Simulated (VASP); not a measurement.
# TiB2 (P6/mmm) in VASP: further runs

TiB2 is run at these levels: LDA; tasks: single point.

Everything below comes from runs of VASP 6.6.1. Logs are shortened: lines on timing, memory, paths and dates and some standing lists are left out, and cuts for length are marked.

## 1. The cell of the first run

Symmetry: P6/mmm, No. 191, hexagonal system. The conventional cell has a = 3.026 Å, b = 3.026 Å, c = 3.229 Å, α = 90.00°, β = 90.00°, γ = 120.00°. Ti (site symmetry 6/mmm) has 12 B at 2.38 Å and 6 Ti at 3.03 Å within 3.1 Å. Within 2.4 Å of B (site symmetry -6m2) lie 3 B at 1.75 Å and 6 Ti at 2.38 Å.

## 2. Single point, LDA

Input file INCAR:

```
SYSTEM = TiB2
PREC     = Accurate       ! precision mode
ENCUT    = 520            ! plane-wave cutoff, eV
EDIFF    = 1E-7           ! SCF threshold, eV
ISMEAR   = 0              ! smearing method
SIGMA    = 0.1            ! smearing width, eV
LREAL    = .False.        ! projectors in reciprocal space
LASPH    = .True.         ! aspherical terms in the spheres
NELM     = 80             ! most SCF steps
ALGO     = Normal         ! electronic algorithm
ISIF     = 2              ! what is computed and relaxed
LWAVE    = .False.        ! write WAVECAR
LCHARG   = .True.         ! write CHGCAR
GGA      = CA             ! functional
LELF     = .True.         ! ELF
LVHAR    = .True.       
NBANDS   = 16             ! bands
```

Input file KPOINTS:

```
Automatic mesh
0
Gamma
  6 6 6
  0 0 0
```

Input file POSCAR:

```
TiB2
1.0
    3.0259273100      0.0000000000      0.0000000000
   -1.5129636600      2.6205299200      0.0000000000
    0.0000000000      0.0000000000      3.2287677100
Ti B
1 2
Direct
    0.0000000000      0.0000000000      0.0000000000
    0.3333333300      0.6666666700      0.5000000000
    0.6666666700      0.3333333300      0.5000000000
```

Potentials or basis: VASP PAW LDA potentials, release 64 (Ti_sv, B).

Started as:

```console
$ cat potpaw_LDA.64/Ti_sv/POTCAR potpaw_LDA.64/B/POTCAR > POTCAR
$ mpirun -np 1 vasp_std > vasp.out
```

OUTCAR:

```text
SYSTEM = TiB2
   PREC = Accurate
   ENCUT = 520
   EDIFF = 1E-7
   ISMEAR = 0
   LREAL = .False.
   LASPH = .True.
   NELM = 80
   ISIF = 2
   GGA = CA

 ion  position               nearest neighbor table
   1  0.000  0.000  0.000-   2 2.38   3 2.38   2 2.38   3 2.38   3 2.38   3 2.38   2 2.38   2 2.38
                             3 2.38   3 2.38   2 2.38   2 2.38
   2  0.333  0.667  0.500-   3 1.75   3 1.75   3 1.75   1 2.38   1 2.38   1 2.38   1 2.38   1 2.38
                             1 2.38
   3  0.667  0.333  0.500-   2 1.75   2 1.75   2 1.75   1 2.38   1 2.38   1 2.38   1 2.38   1 2.38
                             1 2.38

  LATTYP: Found a hexagonal cell.
 ALAT       =     3.0259273100
 C/A-ratio  =     1.0670341285

  Lattice vectors:

 A1 = (   3.0259273100,   0.0000000000,   0.0000000000)
 A2 = (  -1.5129636600,   2.6205299200,   0.0000000000)
 A3 = (   0.0000000000,   0.0000000000,   3.2287677100)

Analysis of symmetry for initial positions (statically):
=====================================================================
 Subroutine PRICEL returns:
 Original cell was already a primitive cell.

 Routine SETGRP: Setting up the symmetry group for a
 hexagonal supercell.

 Subroutine GETGRP returns: Found 24 space group operations
 (whereof 24 operations were pure point group operations)
 out of a pool of 24 trial point group operations.

The static configuration has the point symmetry D_6h.

Analysis of symmetry for dynamics (positions and initial velocities):
=====================================================================
 Subroutine PRICEL returns:
 Original cell was already a primitive cell.

 Routine SETGRP: Setting up the symmetry group for a
 hexagonal supercell.

 Subroutine GETGRP returns: Found 24 space group operations
 (whereof 24 operations were pure point group operations)
 out of a pool of 24 trial point group operations.

The dynamic configuration has the point symmetry D_6h.

 Subroutine INISYM returns: Found 24 space group operations
 (whereof 24 operations are pure point group operations),
 and found     1 'primitive' translations

----------------------------------------------------------------------------------------

                                     Primitive cell

  volume of cell :      25.6026

  direct lattice vectors                    reciprocal lattice vectors
     3.025927310  0.000000000  0.000000000     0.330477205  0.190801104  0.000000000
    -1.512963660  2.620529920  0.000000000     0.000000000  0.381602207  0.000000000
     0.000000000  0.000000000  3.228767710     0.000000000  0.000000000  0.309715684

  length of vectors
     3.025927310  3.025927312  3.228767710     0.381602207  0.381602207  0.309715684

  position of ions in fractional coordinates (direct lattice)
     0.000000000  0.000000000  0.000000000
     0.333333330  0.666666670  0.500000000
     0.666666670  0.333333330  0.500000000

  ion indices of the primitive-cell ions
   primitive index   ion index
                 1           1
                 2           2
                 3           3

----------------------------------------------------------------------------------------

 KPOINTS: Automatic mesh

Automatic generation of k-mesh.
 Grid dimensions read from file:
 generate k-points for:    6    6    6

 Generating k-lattice:

  Cartesian coordinates                     Fractional coordinates (reciprocal lattice)
     0.055079534  0.031800184  0.000000000     0.166666667  0.000000000  0.000000000
     0.000000000  0.063600368  0.000000000     0.000000000  0.166666667  0.000000000
     0.000000000  0.000000000  0.051619281     0.000000000  0.000000000  0.166666667

  Length of vectors
     0.063600368  0.063600368  0.051619281

  Shift w.r.t. Gamma in fractional coordinates (k-lattice)
     0.000000000  0.000000000  0.000000000

 Subroutine IBZKPT returns following result:
 ===========================================

 Found     28 irreducible k-points:

 Following reciprocal coordinates:
            Coordinates               Weight
  0.000000  0.000000  0.000000      1.000000
  0.166667  0.000000  0.000000      6.000000
  0.333333  0.000000  0.000000      6.000000
  0.500000  0.000000  0.000000      3.000000
  0.166667  0.166667  0.000000      6.000000
  0.333333  0.166667  0.000000     12.000000
[... 16 lines left out ...]
  0.166667  0.000000  0.500000      6.000000
  0.333333  0.000000  0.500000      6.000000
 [... further k-points ...]
   k-points           NKPTS =     28   k-points in BZ     NKDIM =     28   number of bands    NBANDS=     16
   number of dos      NEDOS =    301   number of ions     NIONS =      3
   total plane-waves  NPLWV =  13824
   dimension x,y,z NGX =    24 NGY =   24 NGZ =   24
   dimension x,y,z NGXF=    48 NGYF=   48 NGZF=   48
   ions per type =               1   2
   NGX,Y,Z   is equivalent  to a cutoff of  13.19, 13.19, 12.36 a.u.
   NGXF,Y,Z  is equivalent  to a cutoff of  26.37, 26.37, 24.71 a.u.
 SYSTEM =  TiB2
   PREC   = accura    normal or accurate (medium, high low for compatibility)
   ISTART =      0    job   : 0-new  1-cont  2-samecut
   ICHARG =      2    charge: 1-file 2-atom 10-const
   ISPIN  =      1    spin polarized calculation?
   LNONCOLLINEAR =      F non collinear calculations
   LSORBIT =      F    spin-orbit coupling
   LASPH  =      T    aspherical Exc in radial PAW
   ENCUT  =  520.0 eV  38.22 Ry    6.18 a.u.   5.63  5.63  6.00*2*pi/ulx,y,z
   NELM   =     80;   NELMIN=  2; NELMDL= -5     # of ELM steps
   EDIFF  = 0.1E-06   stopping-criterion for ELM
   LREAL  =      F    real-space projection
   EDIFFG = 0.1E-05   stopping-criterion for IOM
   NSW    =      0    number of steps for IOM
   IBRION =     -1    ionic relax: 0-MD 1-quasi-New 2-CG
   NFREE  =      0    steps in history (QN), initial steepest desc. (CG)
   ISIF   =      2    stress and relaxation
   ISYM   =      2    0-nonsym 1-usesym 2-fastsym
   POTIM  = 0.5000    time-step for ionic-motion
   TEBEG  =    0.0;   TEEND  =   0.0 temperature during run
   PSTRESS=    0.0 pullay stress
   NELECT =      18.0000    total number of electrons
   NUPDOWN=      -1.0000    fix difference up-down
   EMIN   =  10.00;   EMAX   =-10.00  energy-range for DOS
   EFERMI =   0.00;   METHOD = LEGACY
   ISMEAR =     0;   SIGMA  =   0.10  broadening in eV -4-tet -1-fermi 0-gaus
   EFERMI_NEDOS =   21; number of points for ismear=-14 and -15
   IALGO  =     38    algorithm
   IMIX   =      4    mixing-type and parameters
     AMIX     =   0.40;   BMIX     =  1.00
     AMIX_MAG =   1.60;   BMIX_MAG =  1.00
  volume/ion in A,a.u.               =       8.53        57.59
  Fermi-wavevector in a.u.,A,eV,Ry     =   1.455697  2.750868 28.831460  2.119053
  Thomas-Fermi vector in A             =   2.572701
   LORBIT       =      0    0 simple, 1 ext, 2 COOP (PROOUT), +10 PAW based schemes
   GGA     = CA    functional components
   LHFCALC =     F    Hartree Fock is set to
   AEXX    =    0.0000 exact exchange contribution
   IVDW    =     0    specifies the selected vdW correction
   LEPSILON=     F    determine dielectric tensor
   LRPA    =     F    only Hartree local field effects (RPA)
 non-spin polarized calculation
 Gauss-broadening in eV      SIGMA  =   0.10
  energy-cutoff  :      520.00
  volume of cell :       25.60
 maximum number of plane-waves:       721
 NGX is ok and might be reduce to    24
   NGX = 11   NGY = 11   NGZ = 13

 number of electron      18.0000002 magnetization

 Free energy of the ion-electron system (eV)
  ---------------------------------------------------
  ext. energy  EPLUGINS =         0.00000000
  ---------------------------------------------------
  free energy    TOTEN  =       -26.84411197 eV

  energy without entropy =      -26.83873436  energy(sigma->0) =      -26.84142317

 E-fermi :   9.6985     XC(G=0): -12.9623

 val. band max:        9.6265061407   @ k =   0.1667   0.1667   0.1667
 cond. band min:       9.7211507528   @ k =   0.1667   0.1667   0.1667
 fundamental gap:      0.0946446121
 Fermi energy:         9.6984772371

 k-point     1 :       0.0000    0.0000    0.0000
  band No.  band energies     occupation
      1     -46.2979      2.00000
      2     -23.0612      2.00000
      3     -22.7042      2.00000
      4     -22.7042      2.00000
      5      -3.3659      2.00000
      6       7.3622      2.00000
[... 8 lines left out ...]
     15      15.7599      0.00000
     16      17.0885      0.00000

 k-point     2 :       0.1667    0.0000    0.0000
  band No.  band energies     occupation
      1     -46.2833      2.00000
      2     -23.0431      2.00000
      3     -22.8123      2.00000
      4     -22.7288      2.00000
      5      -2.8412      2.00000
      6       6.0312      2.00000
[... 8 lines left out ...]
     15      18.1529      0.00000
     16      18.1670      0.00000

 k-point     3 :       0.3333    0.0000    0.0000
  band No.  band energies     occupation
      1     -46.2539      2.00000
      2     -23.0235      2.00000
      3     -23.0068      2.00000
      4     -22.7776      2.00000
      5      -1.3764      2.00000
      6       3.4222      2.00000
[... 8 lines left out ...]
     15      17.4367      0.00000
     16      18.9450      0.00000

 k-point     4 :       0.5000    0.0000    0.0000
  band No.  band energies     occupation
      1     -46.2392      2.00000
      2     -23.1268      2.00000
      3     -22.9886      2.00000
      4     -22.8018      2.00000
      5       0.6868      2.00000
      6       0.9160      2.00000
[... 8 lines left out ...]
     15      17.4738      0.00000
     16      18.2830      0.00000

 k-point     5 :       0.1667    0.1667    0.0000
  band No.  band energies     occupation
      1     -46.2613      2.00000
      2     -23.0159      2.00000
      3     -22.9510      2.00000
      4     -22.7863      2.00000
      5      -1.8454      2.00000
      6       4.5734      2.00000
[... 8 lines left out ...]
     15      18.2260      0.00000
     16      19.0931      0.00000

 k-point     6 :       0.3333    0.1667    0.0000
  band No.  band energies     occupation
      1     -46.2392      2.00000
      2     -23.0729      2.00000
      3     -22.9887      2.00000
      4     -22.8580      2.00000
      5      -0.0235      2.00000
      6       2.3369      2.00000
[... 8 lines left out ...]
     15      18.4147      0.00000
     16      19.5395      0.00000
[... 267 lines left out ...]
 k-point    21 :       0.3333    0.3333    0.3333
  band No.  band energies     occupation
      1     -46.2208      2.00000
      2     -23.1135      2.00000
      3     -22.9762      2.00000
      4     -22.9762      2.00000
      5       1.5879      2.00000
      6       1.5879      2.00000
[... 8 lines left out ...]
     15      17.8971      0.00000
     16      21.1826      0.00000

 k-point    22 :       0.0000    0.0000    0.5000
  band No.  band energies     occupation
      1     -46.2822      2.00000
      2     -23.2676      2.00000
      3     -22.6874      2.00000
      4     -22.6874      2.00000
      5      -1.4222      2.00000
      6       2.4183      2.00000
[... 8 lines left out ...]
     15      19.9706      0.00000
     16      20.2187      0.00000

 k-point    23 :       0.1667    0.0000    0.5000
  band No.  band energies     occupation
      1     -46.2678      2.00000
      2     -23.2433      2.00000
      3     -22.7912      2.00000
      4     -22.7105      2.00000
      5      -1.1707      2.00000
      6       3.0935      2.00000
[... 8 lines left out ...]
     15      18.8803      0.00000
     16      20.8128      0.00000

 k-point    24 :       0.3333    0.0000    0.5000
  band No.  band energies     occupation
      1     -46.2389      2.00000
      2     -23.1943      2.00000
      3     -22.9942      2.00000
      4     -22.7563      2.00000
      5      -0.4198      2.00000
      6       4.0153      2.00000
[... 8 lines left out ...]
     15      16.9058      0.00000
     16      22.8369      0.00000

 [... further k-points ...]
[... 5 lines left out ...]
  --------------------------------------------------------------------------------------
  -------------------------------------------------------------------------------------
  Total       -1.3869760     -1.3869760     -1.9965213      0.0000000     -0.0000000      0.0000000
  in kB      -86.7950830    -86.7950830   -124.9396033      0.0000002     -0.0000000      0.0000000
  external PRESSURE =     -99.5099231 kB  Pullay stress =       0.0000000 kB

 VOLUME and BASIS-vectors are now :
 -----------------------------------------------------------------------------
  energy-cutoff  :      520.00
  volume of cell :       25.60
      direct lattice vectors                 reciprocal lattice vectors
     3.025927310  0.000000000  0.000000000     0.330477205  0.190801104  0.000000000
    -1.512963660  2.620529920  0.000000000     0.000000000  0.381602207  0.000000000
     0.000000000  0.000000000  3.228767710     0.000000000  0.000000000  0.309715684

 POSITION                                       TOTAL-FORCE (eV/Angst)
 -----------------------------------------------------------------------------------
      0.00000      0.00000      0.00000         0.000000      0.000000      0.000000
     -0.00000      1.74702      1.61438        -0.000000     -0.000000      0.000000
      1.51296      0.87351      1.61438        -0.000000      0.000000     -0.000000
 -----------------------------------------------------------------------------------
    total drift:                                0.000000     -0.000000     -0.000000

  FREE ENERGIE OF THE ION-ELECTRON SYSTEM (eV)
  ---------------------------------------------------
  free  energy   TOTEN  =       -26.8441119739 eV

  energy  without entropy=      -26.8387343572  energy(sigma->0) =      -26.84142317
```

Wall time 15 s (1 thread of Intel Xeon 8259CL, shared host); peak memory 0.1 GiB.

Results:

```yaml
Free_energy: -26.8441 eV
Pressure: -10.0 GPa
Band_gap_on_the_k_mesh: zero (bands 9 and 10 overlap by 0.40 eV)
```

Levels at points of the mesh, in eV from the Fermi level:
```tsv
k point	band 6	band 7	band 8	band 9	band 10	band 11	band 12	band 13
(0.00, 0.00, 0.00)	-2.34	-2.34	-2.03	-1.88	2.11	2.11	3.89	3.89
(0.50, 0.00, 0.00)	-8.78	-2.98	-2.98	-2.01	1.56	3.00	3.46	3.63
(0.00, 0.00, 0.50)	-7.28	-0.28	-0.28	0.06	0.06	0.68	0.68	1.83
(0.50, 0.00, 0.50)	-7.18	-4.38	-3.54	-2.80	2.68	3.18	4.73	4.81
```

Caveat: the k points lie up to 0.40 Å⁻¹ apart.

## 3. Single point, LDA

This run uses another cell than the first one, of 8.18 Å³/atom.

Input file INCAR:

```
SYSTEM = TiB2
PREC = Accurate ; ENCUT = 520
EDIFF = 1E-7 ; ISMEAR = 0
SIGMA = 0.1 ; LREAL = .FALSE.
LASPH = .TRUE. ; NELM = 80
ALGO = Normal ; ISIF = 2
LWAVE = .FALSE. ; LCHARG = .FALSE.
GGA = CA ; NBANDS = 16
```

Input file KPOINTS:

```
Automatic mesh
0
G
  9 9 6
  0 0 0
```

Input file POSCAR:

```
TiB2
1.0
    2.9949342193      0.0000000029      0.0000000000
   -1.4974671121      2.5936891152      0.0000000000
    0.0000000000      0.0000000000      3.1572745920
Ti B
1 2
Direct
    0.0000000000      0.0000000000      0.0000000000
    0.3333333333      0.6666666667      0.5000000000
    0.6666666667      0.3333333333      0.5000000000
```

Potentials or basis: VASP PAW LDA potentials, release 64 (Ti_sv, B).

Started as:

```console
$ cat potpaw_LDA.64/Ti_sv/POTCAR potpaw_LDA.64/B/POTCAR > POTCAR
$ mpirun -np 1 vasp_std > vasp.out
```

Wall time 22 s (1 thread of Intel Xeon 8259CL, shared host); peak memory 0.11 GiB.

The run converged. Its results:

```
Free energy            : -26.9216 eV
Pressure               : 0.5 GPa
Band gap on the k mesh : zero (bands 9 and 10 overlap by 0.40 eV)
```

Levels at points of the mesh, in eV from the Fermi level:
```csv
k point,band 5,band 6,band 7,band 8,band 9,band 10,band 11,band 12,band 13,band 14
"(0.00, 0.00, 0.00)",-13.58,-2.82,-2.82,-2.26,-2.21,1.95,1.95,3.86,3.86,5.85
"(0.00, 0.00, 0.50)",-11.46,-7.75,-0.64,-0.64,-0.32,-0.32,0.38,0.38,1.79,6.55
```

The gap in the log of VASP goes by the Fermi energy; the results here count the filled bands.